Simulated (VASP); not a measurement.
MgS:

```
Mg S
1.0
     0.00000    2.80257    2.80257
     2.80257    0.00000    2.80257
     2.80257    2.80257    0.00000
Mg S
1 1
Direct
  0.00000 0.00000 0.00000
  0.25000 0.25000 0.25000
```

This cell differs from its parent crystal: strain -1.0%.

Base run:

```yaml
Program: VASP 6.6.1
Functional: r2SCAN
Potentials_or_basis: VASP PAW PBE potentials, release 64 (Mg, S)
Cutoff: 520 eV
k_mesh: 8 × 8 × 8
Occupations: gaussian, width 0.01 eV
Spin: no spin polarisation
```

Its results: band gap on the k mesh 4.29 eV, direct; pressure 1.6 GPa.

Q: The run is repeated on the same cell with these changes: functional from r2SCAN to PBE; occupations from gaussian, width 0.01 eV to fermi-dirac, width 0.02 eV. What comes out?

A: Band gap on the k mesh 3.61 eV, direct; pressure 2.8 GPa.

Caveats: the PAW data sets were made with another functional, which shifts forces and pressure a little (some runs).

A k mesh can miss the band edges.
